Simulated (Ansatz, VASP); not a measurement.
**W in VASP and in Ansatz**

```
W
1.0
     2.81401    0.00000    0.00000
    -1.40701    2.43701    0.00000
     0.00000    0.00000    5.01335
W
2
Cartesian
  0.0000 1.6247 1.2533
  1.4070 0.8123 3.7600
```

Alike in both runs: task single point; functional PBE; k mesh 15 × 15 × 7; occupations fermi-dirac, width 0.1 eV; no spin polarisation.

|  | VASP | Ansatz |
| --- | --- | --- |
| version | VASP 6.6.1 | Ansatz 0.2.0 |
| potentials or method | VASP PAW PBE potentials, release 64 (W_sv), cutoff 520 eV | plane waves (420 eV) with PAW, scalar-relativistic |
| valence electrons in the cell | 28 | 28 |

|  | VASP | Ansatz | Ansatz less VASP |
| --- | --- | --- | --- |
| pressure (GPa) | -9.8 | -10.1 | -0.29 |
| traceless stress, the component that is largest in VASP (GPa) | 1.05 | 1.15 | +0.096 |

Neither program's run includes spin-orbit coupling.
